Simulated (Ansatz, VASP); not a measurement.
## One calculation of Rh, two programs

Contents of INCAR:

```
SYSTEM = Rh
PREC = Accurate
ENCUT = 600
EDIFF = 1E-6
ISMEAR = -1
SIGMA = 0.05
LREAL = .False.
LASPH = .True.
NELM = 80
ALGO = Normal
ISIF = 3
LWAVE = .False.
LCHARG = .False.
GGA = PE
IBRION = 2
NSW = 100
EDIFFG = -0.005
```

File KPOINTS:

```
regular mesh
0
Gamma
  16 16 16
  0 0 0
```

The input POSCAR:

```
Rh
1.0
    0.0000000000      1.7724100296      1.7724100296
    1.7724100296      0.0000000000      1.7724100296
    1.7724100296      1.7724100296      0.0000000000
Rh
1
Direct
    0.0000000000      0.0000000000      0.0000000000
```

Input for Ansatz:

```yaml
crystal:
  lattice:
    - [0.0, 1.7724100296, 1.7724100296]
    - [1.7724100296, 0.0, 1.7724100296]
    - [1.7724100296, 1.7724100296, 0.0]
  atoms:
    - { symbol: Rh, position: [0.0, 0.0, 0.0] }
kpoints:
  mp_grid: { grid: [16, 16, 16] }
scf:
  occupations: { method: fermi_dirac, width: 0.05 }
hamiltonian:
  xc: pbe
  pseudopotentials: { kind: paw }
output:
  forces: true
  stress: true
relax:
  f_tol: 0.005
  max_steps: 80
  cell: {}
```

Alike in both runs: task relaxation of cell and atoms; functional PBE; k mesh 16 × 16 × 16; occupations fermi-dirac, width 0.05 eV; no spin polarisation.

|  | VASP | Ansatz |
| --- | --- | --- |
| version | VASP 6.6.1 | Ansatz 0.2.0 |
| potentials or method | VASP PAW PBE potentials, release 64 (Rh_pv) | PAW with Ansatz's default frozen-core files, scalar-relativistic |
| plane-wave cutoff (eV) | 600 | 420 |
| valence electrons in the cell | 15 | 17 |

```tsv
	VASP	Ansatz	Ansatz less VASP
relaxed volume (Å³/atom)	14.05	14.05	-0.002
relaxed cell length with the largest relative difference (Å)	2.709	2.709	-0.0001
```

VASP's potentials hold 15 valence electrons a cell and Ansatz's 17, so a difference there can come from the potentials and not from the codes.

Noted on VASP's run: the volume moved by over 15 % at a fixed basis, so the end points are rough.
